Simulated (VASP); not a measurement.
Here is a VASP 6.6.1 calculation.

The input INCAR:

```
PREC = Accurate
ENCUT = 520
EDIFF = 1E-6
ISMEAR = -1
SIGMA = 0.1
LREAL = Auto
LASPH = True
NELM = 80
ALGO = Normal
ISIF = 2
LWAVE = False
LCHARG = False
GGA = PE
IVDW = 12
NBANDS = 73
```

KPOINTS

```
Automatic mesh
0
Gamma
  3 3 3
```

Contents of POSCAR:

```
Al32O
1.0
    8.1000000000      0.0000000000      0.0000000000
    0.0000000000      8.1000000000      0.0000000000
    0.0000000000      0.0000000000      8.1000000000
Al O
32 1
Direct
    0.5044433333      0.0016980247      0.0020632099
    0.7481943210      0.2549654321     -0.0154060494
    0.7500914815      0.0106053086      0.2476366667
    0.0013308642      0.0064253086     -0.0003991358
    0.2575145679      0.2523661728     -0.0063629630
    0.5028535802      0.5061241975      0.0004701235
    0.7538506173      0.7531683951      0.0042374074
    0.2527381481     -0.0051048148      0.2528609877
    0.4867311111      0.2549785185      0.2457303704
    0.7506330864      0.5016492593      0.2481791358
    0.5018456790      0.0063648148      0.4990282716
    0.7474472840      0.2587482716      0.5358743210
    0.7552574074     -0.0050509877      0.7504640741
    0.0010461728      0.5000113580      0.0031332099
    0.2525576543      0.7527545679      0.0019360494
    0.0382977778      0.2587519753      0.2450239506
    0.2552819753      0.5137680247      0.2530137037
    0.5065904938      0.7531577778      0.2514533333
    0.0157812346     -0.0122780247      0.5134093827
    0.2529643210      0.2529841975      0.5067525926
    0.5054443210      0.5000474074      0.4987270370
    0.7533953086      0.7562004938      0.4983906173
    0.2585827160     -0.0003097531      0.7562569136
    0.4960887654      0.2523762963      0.7551908642
    0.7554133333      0.5136872840      0.7529650617
    0.0007206173      0.7562183951      0.2509996296
    0.0097081481      0.5176240741      0.5073425926
    0.2626760494      0.7511785185      0.5037539506
    0.0090612346      0.2529940741      0.7507071605
    0.2565319753      0.5057007407      0.7542061728
    0.5043150617      0.7527513580      0.7502361728
    0.0060850617      0.7511754321      0.7603577778
   -0.1576771605      0.2045685185      0.3398455556
```

Potentials or basis: VASP PAW PBE potentials, release 64 (Al, O).

Command:

```sh
$ cat potpaw_PBE.64/Al/POTCAR potpaw_PBE.64/O/POTCAR > POTCAR
$ mpirun -np 1 vasp_std > vasp.out
```

What does it give for the largest force?

0.787 eV/Å.

What does it give for the band gap on the k mesh?

Zero (band 51 reaches 8.18 eV, above the bottom of band 52 at 7.85 eV).

Predict the pressure.

-2.1 GPa.

Estimate the dispersion energy per atom.

-0.331 eV.

Forces on the atoms (eV/Å):
```
Al  -0.003  0.015  0.000
Al   0.004  0.041  0.059
Al  -0.047 -0.098 -0.041
Al   0.014  0.002 -0.043
Al   0.004 -0.004  0.010
Al  -0.027  0.030 -0.026
Al  -0.002  0.009 -0.029
Al  -0.012  0.051 -0.004
Al   0.063  0.038  0.011
Al  -0.035  0.210 -0.034
Al  -0.035  0.006  0.010
Al  -0.041  0.105 -0.061
Al  -0.003  0.049 -0.016
Al   0.009  0.021  0.017
Al   0.007  0.007  0.003
Al  -0.057  0.105 -0.037
Al   0.030  0.011 -0.001
Al  -0.027  0.011  0.001
Al   0.034  0.024  0.033
Al   0.007  0.007 -0.016
Al   0.015  0.019  0.003
Al  -0.002  0.060  0.015
Al   0.015  0.005  0.016
Al   0.008 -0.005  0.001
Al  -0.001  0.011  0.028
Al   0.016  0.059  0.002
Al  -0.060 -0.014 -0.057
Al  -0.008 -0.021  0.002
Al  -0.013  0.007  0.005
Al  -0.020  0.002 -0.022
Al   0.002  0.007  0.003
Al   0.002 -0.023 -0.008
O    0.161 -0.751  0.175
```
